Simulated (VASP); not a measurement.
Write the native input for VASP 6.6.1 that does the following.

- Task: single point
- Functional: PBE0
- Potentials or basis: VASP PAW PBE potentials, release 64 (Os)
- Cutoff: 520 eV
- k mesh: 7 × 7 × 4
- Occupations: fermi-dirac, width 0.1 eV
- Spin: no spin polarisation
- Dipole correction: no
- Grid for exact exchange (PRECFOCK): Normal
- Further INCAR settings: ALGO = Normal; EDIFF = 1e-06; NBANDS = 15
- Share of exact exchange: 0.25

The system is Os.

```
Os
1.0
     2.75593    0.00000    0.00000
    -1.37796    2.38670    0.00000
     0.00000    0.00000    4.34265
Os
2
Direct
  0.33333 0.66667 0.25000
  0.66667 0.33333 0.75000
```

One way to write it, as run:

POSCAR

```
Os
1.0
    2.7559294133      0.0000000000      0.0000000000
   -1.3779647067      2.3867048830      0.0000000000
    0.0000000000      0.0000000000      4.3426533298
Os
2
Direct
    0.3333333333      0.6666666667      0.2500000000
    0.6666666667      0.3333333333      0.7500000000
```

INCAR.step1

```
SYSTEM = Os
PREC = Accurate ; ENCUT = 520
EDIFF = 1E-5 ; ISMEAR = -1
SIGMA = 0.1 ; LREAL = .FALSE.
LASPH = .TRUE. ; NELM = 120
ALGO = Normal ; ISIF = 2
LWAVE = .TRUE. ; LCHARG = .FALSE.
NBANDS = 15 ; GGA = PE
GGA_COMPAT = .FALSE.
```

INCAR.step2

```
SYSTEM = Os
PREC = Accurate ; ENCUT = 520
EDIFF = 1E-6 ; ISMEAR = -1
SIGMA = 0.1 ; LREAL = .FALSE.
LASPH = .TRUE. ; NELM = 120
ALGO = Normal ; ISIF = 2
LWAVE = .FALSE. ; LCHARG = .FALSE.
GGA = PE ; LHFCALC = .TRUE.
AEXX = 0.25 ; PRECFOCK = Normal
NBANDS = 15 ; ISTART = 1
GGA_COMPAT = .FALSE.
```

KPOINTS

```
Automatic mesh
0
G
  7 7 4
  0 0 0
```

Potentials or basis: VASP PAW PBE potentials, release 64 (Os).

Run with:

```console
$ cat potpaw_PBE.64/Os/POTCAR > POTCAR
$ cp INCAR.step1 INCAR
$ mpirun -np 1 vasp_std > vasp.out
$ cp INCAR.step2 INCAR
$ mpirun -np 1 vasp_std > vasp.out
```

It gave:

```yaml
Pressure: -13.0 GPa
Band_gap_on_the_k_mesh: zero (bands 8 and 9 overlap by 4.75 eV)
```

Caveat: the k points lie up to 0.38 Å⁻¹ apart, too coarse for converged energies and pressures of a metal; the PAW data sets were made with another functional, which shifts forces and pressure a little; spin-orbit coupling is left out, which moves the levels of the heavy elements.

Wall time 88 min on 1 thread of Intel Xeon 8259CL (shared host), peak memory 0.17 GiB.
